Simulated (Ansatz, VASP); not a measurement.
ZrB2: VASP beside Ansatz

INCAR

```
  PREC = Accurate
  ENCUT = 600
  EDIFF = 1E-6
  ISMEAR = -1
  SIGMA = 0.15
  LREAL = F
  LASPH = T
  NELM = 100
  ALGO = Normal
  ISIF = 3
  LWAVE = F
  LCHARG = F
  GGA = PS
  IBRION = 2
  NSW = 80
  EDIFFG = -0.001
```

File KPOINTS:

```
Automatic mesh
0
Gamma
  15 15 12
```

Contents of POSCAR:

```
ZrB2
1.0
    3.1548425363      0.0000000000      0.0000000000
   -1.5774212682      2.7321737814      0.0000000000
    0.0000000000      0.0000000000      3.5072895074
Zr B
1 2
Direct
    0.0000000000      0.0000000000      0.0000000000
    0.3333333333      0.6666666667      0.5000000000
    0.6666666667      0.3333333333      0.5000000000
```

Input for Ansatz:

```yaml
crystal:
  lattice:
    - [3.1548425363, 0.0, 0.0]
    - [-1.5774212682, 2.7321737814, 0.0]
    - [0.0, 0.0, 3.5072895074]
  atoms:
    - { symbol: Zr, position: [0.0, 0.0, 0.0] }
    - { symbol: B, position: [0.3333333333, 0.6666666667, 0.5] }
    - { symbol: B, position: [0.6666666667, 0.3333333333, 0.5] }
basis:
  ecutwfc: 420
kpoints:
  mp_grid: { grid: [15, 15, 12] }
hamiltonian:
  xc: pbesol
  pseudopotentials: { kind: paw, azcp: { folder: soft_1 } }
scf:
  occupations: { method: fermi_dirac, width: 0.15 }
output:
  forces: true
  stress: true
  eigenvalues: true
relax:
  adjacent_minimum: "off"
  f_tol: 0.001
  max_steps: 60
  cell: { stress_tol: 0.01 }
```

Alike in both runs: task relaxation of cell and atoms; functional PBEsol; k mesh 15 × 15 × 12; occupations fermi-dirac, width 0.15 eV; no spin polarisation.

```csv
,VASP,Ansatz
version,VASP 6.6.1,Ansatz 0.2.0
potentials or method,"VASP PAW PBE potentials, release 64 (Zr_sv, B), cutoff 600 eV","scalar-relativistic, plane waves, PAW"
valence electrons in the cell,18,18
```

VASP gave:

* gap on the k mesh at the Fermi level, each at its own relaxed structure (eV): none
* relaxed volume (Å³/atom): 10.09
* relaxed cell length with the largest relative difference (Å): 3.157

Q: Estimate Ansatz's values.

A: gap on the k mesh at the Fermi level, each at its own relaxed structure (eV): none; relaxed volume (Å³/atom): 10.08; relaxed cell length with the largest relative difference (Å): 3.155.

VASP's potentials were made for PBE, not for PBEsol, and Ansatz warns of the same on its side. A gap of «none» marks a metal or a gap that the smearing closes.
